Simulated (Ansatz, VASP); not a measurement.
This is a calculation of AlNi for Ansatz 0.2.0.

Contents of input.yaml:

```yaml
crystal:
  lattice:
    - [2.9189122424, 0.0, 0.0]
    - [0.0, 2.9189122424, 0.0]
    - [0.0, 0.0, 2.9189122424]
  atoms:
    - { symbol: Ni, position: [0.5, 0.5, 0.5], spin: 1.0 }
    - { symbol: Al, position: [0.0, 0.0, 0.0] }
kpoints:
  mp_grid: { grid: [9, 9, 9] }
scf:
  occupations: { method: fermi_dirac, width: 0.05 }
hamiltonian:
  xc: pbesol
  pseudopotentials: { kind: all_electron, lapw: { basis_error: 0.001 } }
magnetization:
  spin_polarized: true
output:
  forces: true
  stress: true
  eigenvalues: true
```

Potentials or basis: all-electron LAPW, scalar-relativistic.

Run with:

```sh
$ ansatz run input.yaml --threads 2 --pin off --max-ram 6144MiB --backend cpu --events-out ev --progress --plain --runs-dir out
```

Problem. Set up the same calculation for VASP 6.6.1. Potentials there: VASP PAW PBE potentials, release 64 (Ni, Al).

Solution. As run (the cutoff follows the program's own potentials):

File INCAR:

```
ALGO = Normal
EDIFF = 1E-7
ENCUT = 520
GGA = PS
ISIF = 2
ISMEAR = -1
ISPIN = 2
LASPH = True
LCHARG = True
LELF = True
LMAXMIX = 4
LORBIT = 11
LREAL = False
LVHAR = True
LWAVE = False
MAGMOM = 1 0
NBANDS = 18
NELM = 150
PREC = Accurate
SIGMA = 0.05
```

Contents of KPOINTS:

```
k-points
0
Gamma
  9 9 9
```

Contents of POSCAR:

```
AlNi
1.0
    2.9189122424      0.0000000000      0.0000000000
    0.0000000000      2.9189122424      0.0000000000
    0.0000000000      0.0000000000      2.9189122424
Ni Al
1 1
Direct
    0.5000000000      0.5000000000      0.5000000000
    0.0000000000      0.0000000000      0.0000000000
```

Potentials or basis: VASP PAW PBE potentials, release 64 (Ni, Al).

The run is started by

```bash
$ cat potpaw_PBE.64/Ni/POTCAR potpaw_PBE.64/Al/POTCAR > POTCAR
$ mpirun -np 1 vasp_std > vasp.out
```

Both were run:

|  | VASP | Ansatz | Ansatz less VASP |
| --- | --- | --- | --- |
| gap on the k mesh at the Fermi level (eV) | none | none | - |
| pressure (GPa) | -8.9 | -9.1 | -0.14 |
| net moment per atom (μB) | 0.00 | 0.00 | 0.000 |

VASP's potentials were made for PBE, not for PBEsol. A gap of «none» marks a metal or a gap that the smearing closes. Ansatz ran all-electron here, and VASP with PAW potentials.
